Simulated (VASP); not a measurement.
Set up this calculation in VASP 6.6.1, as the native input.

* Task: single point
* Functional: LDA
* Potentials or basis: VASP PAW LDA potentials, release 64 (Au)
* Cutoff: 520 eV
* k mesh: 20 × 20 × 20
* Occupations: gaussian, width 0.15 eV
* Spin: no spin polarisation
* Dipole correction: no
* Further INCAR settings: ALGO = Fast; EDIFF = 1e-07; NBANDS = 12

The structure of Au lies in POSCAR:

```
Au
1.0
   -1.6572690000      1.6572690000      1.7069870700
    1.6572690000     -1.6572690000      1.7069870700
    1.6572690000      1.6572690000     -1.7069870700
Au
1
Direct
    0.0000000000      0.0000000000      0.0000000000
```

This cell differs from its parent crystal: strain +0.000 along x and y, +0.030 along z.

These files were run (other wordings do the same):

INCAR

```
PREC     = Accurate       # precision mode
ENCUT    = 520            # plane-wave cutoff, eV
EDIFF    = 1E-7           # SCF threshold, eV
ISMEAR   = 0              # smearing method
SIGMA    = 0.15           # smearing width, eV
LREAL    = F              # projectors in reciprocal space
LASPH    = T              # aspherical terms in the spheres
NELM     = 60             # most SCF steps
ALGO     = Fast           # electronic algorithm
ISIF     = 2              # what is computed and relaxed
LWAVE    = F              # write WAVECAR
LCHARG   = F              # write CHGCAR
NBANDS   = 12             # bands
```

KPOINTS

```
Automatic mesh
0
Gamma
  20 20 20
```

Potentials or basis: VASP PAW LDA potentials, release 64 (Au).

Run with:

```console
$ cat potpaw_LDA.64/Au/POTCAR > POTCAR
$ mpirun -np 1 vasp_std > vasp.out
```

It gave:

* Pressure: -16.1 GPa

Caveat: the cell differs from its parent crystal (strain +0.000 along x and y, +0.030 along z).

Wall time 62 s on 1 thread of Intel(R) Xeon(R) Platinum 8375C CPU @ 2.90GHz (Ice Lake), on a shared host, peak memory 0.25 GiB.
